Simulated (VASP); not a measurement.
ZrB: single point with revPBE

Crystal: ZrB.

```
CELL_PARAMETERS angstrom
0.00000 2.46213 2.46213
2.46213 0.00000 2.46213
2.46213 2.46213 0.00000
ATOMIC_POSITIONS crystal
Zr 0.00000 0.00000 0.00000
B 0.50000 0.50000 0.50000
```

```yaml
Program: VASP 6.6.1
Task: single point
Functional: revPBE
Potentials_or_basis: VASP PAW PBE potentials, release 64 (Zr_sv, B)
Cutoff: 520 eV
k_mesh: 10 × 10 × 10
Occupations: fermi-dirac, width 0.05 eV
Spin: no spin polarisation
Dipole_correction: no
Further_INCAR_settings: ALGO = Normal; EDIFF = 1e-06; NBANDS = 14
```

* Pressure: 0.1 GPa
* Band gap on the k mesh: zero (an odd number of electrons rules out a gap without spin polarisation)

Levels at points of the mesh, in eV from the Fermi level:
```csv
k point,band 5,band 6,band 7,band 8,band 9,band 10,band 11,band 12
"(0.00, 0.00, 0.00)",-8.03,1.75,1.75,1.75,3.10,3.10,3.41,3.41
"(0.50, 0.00, 0.00)",-4.25,-3.76,-1.13,-1.13,4.76,4.76,6.01,7.42
"(0.50, 0.50, 0.00)",-6.10,-0.82,-0.74,2.02,2.02,4.48,5.65,5.65
```

It took 37 s on 1 thread of Intel Xeon 8259CL (shared host), peak memory 0.17 GiB.

Caveat: the PAW data sets were made with another functional, which shifts forces and pressure a little.
